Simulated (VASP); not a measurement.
SnSe: single point with PBE

The system is SnSe.

```
CELL_PARAMETERS angstrom
0.00000 3.01000 3.01000
3.01000 0.00000 3.01000
3.01000 3.01000 0.00000
ATOMIC_POSITIONS crystal
Sn 0.00000 0.00000 0.00000
Se 0.50000 0.50000 0.50000
```

* Program: VASP 6.6.1
* Task: single point
* Functional: PBE
* Potentials or basis: VASP PAW PBE potentials, release 64 (Sn_d, Se)
* Cutoff: 520 eV
* k mesh: 9 × 9 × 9
* Occupations: fermi-dirac, width 0.15 eV
* Spin: no spin polarisation
* Dipole correction: no
* Further INCAR settings: ALGO = Normal; EDIFF = 1e-06; NBANDS = 17

| Quantity | Value |
| --- | --- |
| Pressure | 1.0 GPa |

Levels at points of the mesh, in eV from the Fermi level:
| k point | band 8 | band 9 | band 10 | band 11 | band 12 | band 13 |
| --- | --- | --- | --- | --- | --- | --- |
| (0.00, 0.00, 0.00) | -2.43 | -2.43 | -2.43 | 4.08 | 4.08 | 4.08 |

Run time: 28 s on 1 thread of Intel(R) Xeon(R) Platinum 8488C (Sapphire Rapids) (shared host), peak memory 0.19 GiB.

Caveat: this odd mesh misses L, where the gap lies, so gap, dielectric constants and Born charges aren't listed; spin-orbit coupling is left out, which moves the levels of the heavy elements.
